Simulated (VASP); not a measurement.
## AlBiO4: single point with PBE

Crystal: AlBiO4.

```
CELL_PARAMETERS angstrom
4.33862 0.00000 0.00000
0.00000 4.33862 0.00000
0.00000 0.00000 4.33862
ATOMIC_POSITIONS crystal
Al 0.00000 0.00000 0.00000
Bi 0.50000 0.50000 0.50000
O 0.23458 0.23458 0.23458
O 0.76542 0.76542 0.23458
O 0.76542 0.23458 0.76542
O 0.23458 0.76542 0.76542
```

The cell was generated, and may not be a known phase.

| Property | Result |
| --- | --- |
| Program | VASP 6.6.1 |
| Task | single point |
| Functional | PBE |
| Potentials or basis | VASP PAW PBE potentials, release 64 (Al, Bi_d, O) |
| Cutoff | 520 eV |
| k mesh | 4 × 4 × 4 |
| Occupations | gaussian, width 0.1 eV |
| Spin | no spin polarisation |

```json
{
  "Pressure": "0.2 GPa",
  "Largest force": "0.078 eV/Å",
  "Band gap on the k mesh": "zero (bands 21 and 22 overlap by 0.35 eV)"
}
```

Forces on the atoms (eV/Å):
```
Al   0.000  0.000  0.000
Bi   0.000  0.000  0.000
O   -0.045 -0.045 -0.045
O    0.045  0.045 -0.045
O    0.045 -0.045  0.045
O   -0.045  0.045  0.045
```

Levels at points of the mesh, in eV from the Fermi level:
| k point | band 19 | band 20 | band 21 | band 22 | band 23 | band 24 |
| --- | --- | --- | --- | --- | --- | --- |
| (0.00, 0.00, 0.00) | -0.65 | -0.40 | -0.40 | -0.40 | 5.27 | 5.27 |
| (0.50, 0.00, 0.00) | -1.00 | -0.62 | -0.62 | 1.43 | 5.22 | 7.01 |
| (0.50, 0.50, 0.00) | -0.78 | -0.58 | -0.05 | 1.43 | 7.05 | 7.05 |
| (0.50, 0.50, 0.50) | -0.25 | -0.25 | -0.25 | 0.11 | 6.87 | 6.87 |

Wall time 9.9 s on 1 thread of Intel(R) Xeon(R) 6975P-C (Granite Rapids), on a shared host, peak memory 0.18 GiB.

Caveat: the k points lie up to 0.36 Å⁻¹ apart; spin-orbit coupling is left out, which moves the levels of the heavy elements.
